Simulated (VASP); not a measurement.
BaTiO3:

```
CELL_PARAMETERS angstrom
3.97251 0.00000 0.00000
0.00000 2.89044 2.91539
0.00000 -2.89044 2.91539
ATOMIC_POSITIONS crystal
Ba 0.00000 0.00828 0.00828
Ti 0.50000 0.52446 0.52446
O 0.50000 0.97317 0.48994
O 0.50000 0.48994 0.97317
O 0.00000 0.48406 0.48406
```

| Quantity | Value |
| --- | --- |
| Program | VASP 6.6.1 |
| Task | relaxation of cell and atoms |
| Functional | PBEsol |
| Potentials or basis | VASP PAW PBE potentials, release 64 (Ba_sv, Ti_sv, O) |
| Cutoff | 600 eV |
| k mesh | 6 × 6 × 6 |
| Occupations | fermi-dirac, width 0.02 eV |
| Spin | no spin polarisation |

At the start: pressure -4.4 GPa; volume 13.39 Å³/atom.

Where does the relaxation end?

Over 18 steps the energy falls by 8.0 meV/atom and the volume is 12.83 Å³/atom (-4.2 %); space group Amm2 (No. 38, to 0.05 Å).

The path:
| step | energy change (eV) | largest force (eV/Å) | pressure (GPa) | volume (Å³) |
| --- | --- | --- | --- | --- |
| 1 | 0.0000 | 0.0430 | -4.37 | 66.95 |
| 2 | -0.0001 | 0.6815 | 4.70 | 63.47 |
| 3 | -0.0249 | 0.3307 | -0.06 | 65.18 |
| 4 | -0.0324 | 0.1061 | 0.01 | 64.74 |
| 5 | -0.0333 | 0.1023 | 0.12 | 64.50 |
| 6 | -0.0371 | 0.0837 | -0.08 | 64.42 |
| 7 | -0.0386 | 0.1026 | -0.27 | 64.32 |
| 8 | -0.0393 | 0.0539 | 0.42 | 64.04 |
| 9 | -0.0393 | 0.0592 | 0.37 | 64.08 |
| 10 | -0.0398 | 0.0197 | 0.13 | 64.12 |
| 11 | -0.0399 | 0.0195 | 0.01 | 64.15 |
| 12 | -0.0399 | 0.0197 | 0.01 | 64.14 |
| 13 | -0.0399 | 0.0194 | 0.01 | 64.14 |
| 14 | -0.0399 | 0.0118 | 0.00 | 64.15 |
| 15 | -0.0399 | 0.0089 | -0.03 | 64.16 |
| 16 | -0.0399 | 0.0056 | 0.01 | 64.14 |
| 17 | -0.0399 | 0.0064 | 0.01 | 64.14 |
| 18 | -0.0399 | 0.0016 | 0.03 | 64.14 |

Final structure:
```
Ba Ti O
1.0
     3.96002    0.00000    0.00000
     0.00000    2.84005    2.85148
     0.00000   -2.84005    2.85148
Ba Ti O
1 1 3
Cartesian
  0.0000 0.0000 0.0190
  1.9800 0.0000 2.9502
  1.9800 1.3910 4.1950
  1.9800 -1.3910 4.1950
  0.0000 0.0000 2.7836
```

Caveat: the PAW data sets were made with another functional, which shifts forces and pressure a little.
